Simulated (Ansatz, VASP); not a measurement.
BP in VASP and in Ansatz

```
B P
1.0
    -4.53653    4.53653    0.00000
    -4.53653    0.00000    4.53653
     0.00000    4.53653    4.53653
B P
8 8
Direct
  0.50000 0.50000 0.00000
  0.00000 0.50000 0.00000
  0.50000 0.00000 0.00000
  0.50000 0.50000 0.50000
  0.00000 0.00000 0.00000
  0.00000 0.50000 0.50000
  0.50000 0.00000 0.50000
  0.00000 0.00000 0.50000
  0.62500 0.62500 0.12500
  0.12500 0.62500 0.12500
  0.62500 0.12500 0.12500
  0.62500 0.62500 0.62500
  0.12500 0.12500 0.12500
  0.12500 0.62500 0.62500
  0.62500 0.12500 0.62500
  0.12500 0.12500 0.62500
```

Alike in both runs: task single point; functional r2SCAN; k mesh 6 × 6 × 6; occupations gaussian, width 0.05 eV; no spin polarisation.

|  | VASP | Ansatz |
| --- | --- | --- |
| version | VASP 6.6.1 | Ansatz 0.2.0 |
| potentials or method | VASP PAW PBE potentials, release 64 (B, P), cutoff 550 eV | scalar-relativistic, plane waves, PAW |
| valence electrons in the cell | 64 | 64 |

```tsv
	VASP	Ansatz	Ansatz less VASP
gap on the k mesh at the Fermi level (eV)	1.44	1.41	-0.031
least direct gap on the mesh (eV)	1.54	1.50	-0.038
pressure (GPa)	-0.5	0.0	+0.51
```

VASP's potentials were made for PBE, not for r2SCAN.
